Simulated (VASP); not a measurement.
Here is a VASP 6.6.1 calculation.

INCAR

```
PREC = Accurate
ENCUT = 500
EDIFF = 1E-7
ISMEAR = 0
SIGMA = 0.1
LREAL = F
LASPH = T
NELM = 200
ALGO = Normal
ISIF = 3
LWAVE = F
LCHARG = F
GGA = PE
IBRION = 2
NSW = 90
EDIFFG = -0.04
GGA_COMPAT = F
NELMIN = 4
LMAXMIX = 6
```

Contents of KPOINTS:

```
regular mesh
0
Gamma
  4 4 4
```

POSCAR

```
BaNd
1.0
    0.0000000000      3.2822270700      3.2822270700
    3.2822270700      0.0000000000      3.2822270700
    3.2822270700      3.2822270700      0.0000000000
Ba Nd
1 1
Direct
    0.5000000000      0.5000000000      0.5000000000
    0.0000000000      0.0000000000      0.0000000000
```

Potentials or basis: VASP PAW PBE potentials, release 64 (Ba_sv, Nd_3), 4f in core.

Command:

```sh
$ cat potpaw_PBE.64/Ba_sv/POTCAR potpaw_PBE.64/Nd_3/POTCAR > POTCAR
$ mpirun -np 1 vasp_std > vasp.out
```

Question: Predict the space group after relaxing (to 0.1 Å).

Answer: Fm-3m (No. 225).

Question: What does it give for the relaxed volume?

Answer: 47.20 Å³/atom.

Question: What does it give for the relaxed cell?

Answer: a = 5.111 Å, b = 5.111 Å, c = 5.111 Å, α = 60.00°, β = 60.00°, γ = 60.00°.

The path:
```csv
step,energy change (eV),largest force (eV/Å),pressure (GPa),volume (Å³)
1,0.0000,0.0000,7.05,70.72
2,-0.3730,0.0000,1.08,87.88
3,-0.3921,0.0000,0.33,92.28
4,-0.3942,0.0000,0.00,94.41
```

Caveat: the k points lie up to 0.38 Å⁻¹ apart in the final cell; the volume moved by over 15 % at a fixed basis, so the end points are rough; the highest band is partly filled, so the run has too few bands; spin-orbit coupling is left out, which moves the levels of the heavy elements; the 4f electrons are frozen in the core, so they carry no moment and show no levels. Spin polarisation is off, so any magnetic state and its effect on volume and gap are missing.
